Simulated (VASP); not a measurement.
# C: single point with PBE

C:

```
C
1.0
     3.49846    0.00000    0.00000
    -1.74923    3.02975    0.00000
     0.00000    0.00000    3.31208
C
6
Direct
  0.23404 0.46808 0.25000
  0.53192 0.76596 0.58333
  0.23404 0.76596 0.91667
  0.76596 0.53192 0.75000
  0.46808 0.23404 0.08333
  0.76596 0.23404 0.41667
```

```
Program                : VASP 6.6.1
Task                   : single point
Functional             : PBE
Potentials or basis    : VASP PAW PBE potentials, release 64 (C)
Cutoff                 : 520 eV
k mesh                 : 6 × 6 × 6
Occupations            : gaussian, width 0.1 eV
Spin                   : no spin polarisation
Dipole correction      : no
Further INCAR settings : ALGO = Normal; EDIFF = 1e-06; NBANDS = 21
```

```yaml
Pressure: 28.9 GPa
Largest_force: 0.699 eV/Å
Band_gap_on_the_k_mesh: 4.12 eV, indirect (least direct gap 4.99 eV)
```

Forces in eV/Å, atoms in the order of the input:
```
C    0.000 -0.699  0.000
C    0.605  0.349  0.000
C   -0.605  0.349  0.000
C    0.000  0.699  0.000
C   -0.605 -0.349  0.000
C    0.605 -0.349  0.000
```

Stress tensor (GPa, compression positive):
```
28.52  0.00  0.00
 0.00 28.52  0.00
 0.00  0.00 29.52
```

Levels at points of the mesh, in eV from the valence-band top:
| k point | band 10 | band 11 | band 12 | band 13 | band 14 | band 15 |
| --- | --- | --- | --- | --- | --- | --- |
| (0.00, 0.00, 0.00) | -2.40 | -1.64 | -1.64 | 5.62 | 5.62 | 6.83 |
| (0.50, 0.00, 0.00) | -1.85 | -1.59 | -0.33 | 6.61 | 7.38 | 8.87 |
| (0.00, 0.00, 0.50) | -4.08 | -2.63 | -2.63 | 6.24 | 6.24 | 7.67 |
| (0.50, 0.00, 0.50) | -0.32 | -0.01 | -0.01 | 9.89 | 9.89 | 10.73 |

It took 19 s on 1 thread of Intel Xeon 6975P-C (shared host), peak memory 0.15 GiB.

A k mesh can miss the band edges. As with any semilocal functional, this PBE gap is likely too small.
